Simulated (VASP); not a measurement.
**Zr12HC12: single point with PBE**

System: Zr12HC12, a slab with vacuum.

```xyz
25
Lattice="6.6590 0.0000 0.0000 0.0000 6.6590 0.0000 0.0000 0.0000 20.1141" Properties=species:S:1:pos:R:3 pbc="T T T"
Zr    0.0000    0.0000    4.0000
Zr    0.0000    3.3295    4.0000
Zr    3.3295    0.0000    4.0000
Zr    3.3295    3.3295    4.0000
Zr    1.6647    1.6647    6.2844
Zr    1.6647    4.9942    6.2844
Zr    4.9942    1.6647    6.2844
Zr    4.9942    4.9942    6.2844
Zr    0.0000    0.0000    8.5439
Zr    0.0000    3.3295    8.5439
Zr    3.3295    0.0000    8.5439
Zr    3.3295    3.3295    8.5439
C     1.6647    1.6647    4.0000
C     1.6647    4.9942    4.0000
C     4.9942    1.6647    4.0000
C     4.9942    4.9942    4.0000
C     0.0000    0.0000    6.2783
C     0.0000    3.3295    6.2783
C     3.3295    0.0000    6.2783
C     3.3295    3.3295    6.2783
C     1.6647    1.6647    8.6141
C     1.6647    4.9942    8.6141
C     4.9942    1.6647    8.6141
C     4.9942    4.9942    8.6141
H     2.0809    2.4971    9.5231
```

```yaml
Program: VASP 6.6.1
Task: single point
Functional: PBE
Potentials_or_basis: VASP PAW PBE potentials, release 64 (Zr_sv, C, H)
Cutoff: 520 eV
k_mesh: 4 × 4 × 1
Occupations: gaussian, width 0.1 eV
Spin: no spin polarisation
Dipole_correction: yes
Further_INCAR_settings: LREAL = Auto; ALGO = Normal; EDIFF = 1e-06; NBANDS = 114
```

```
Largest force          : 3.478 eV/Å
Band gap on the k mesh : zero (an odd number of electrons rules out a gap without spin polarisation)
```

Forces on the atoms (eV/Å):
```
Zr   0.002 -0.005  0.617
Zr   0.017 -0.034  0.672
Zr  -0.030 -0.007  0.638
Zr  -0.026 -0.020  0.737
Zr   0.103  0.171 -0.612
Zr  -0.013 -0.034 -0.102
Zr  -0.009 -0.037 -0.093
Zr  -0.012  0.003 -0.023
Zr  -0.533 -0.442 -0.166
Zr  -0.516  0.585 -0.208
Zr   0.615 -0.523 -0.248
Zr   2.224  1.588 -1.691
C    0.020  0.022 -0.593
C    0.023  0.043 -0.653
C    0.024  0.031 -0.651
C    0.025  0.042 -0.597
C    0.056  0.065  0.250
C    0.014 -0.042  0.218
C   -0.044  0.040  0.228
C   -0.101 -0.088  0.094
C    0.628  0.855  1.831
C   -0.005  0.130  0.135
C    0.022 -0.010  0.121
C    0.077  0.021  0.085
H   -2.560 -2.354  0.011
```

Levels at points of the mesh, in eV from the Fermi level:
```tsv
k point	band 94	band 95	band 96	band 97	band 98	band 99
(0.00, 0.00, 0.00)	-0.20	-0.11	-0.08	-0.06	0.23	0.61
(0.50, 0.00, 0.00)	-1.37	-1.35	-1.28	0.16	0.57	1.30
(0.00, 0.50, 0.00)	-1.37	-1.36	-1.28	0.38	0.57	1.04
(0.50, 0.50, 0.00)	-0.99	-0.91	-0.86	0.18	0.39	0.45
```

Run time: 23 min on 1 thread of Intel(R) Xeon(R) 6975P-C (Granite Rapids) (shared host), peak memory 1.1 GiB.
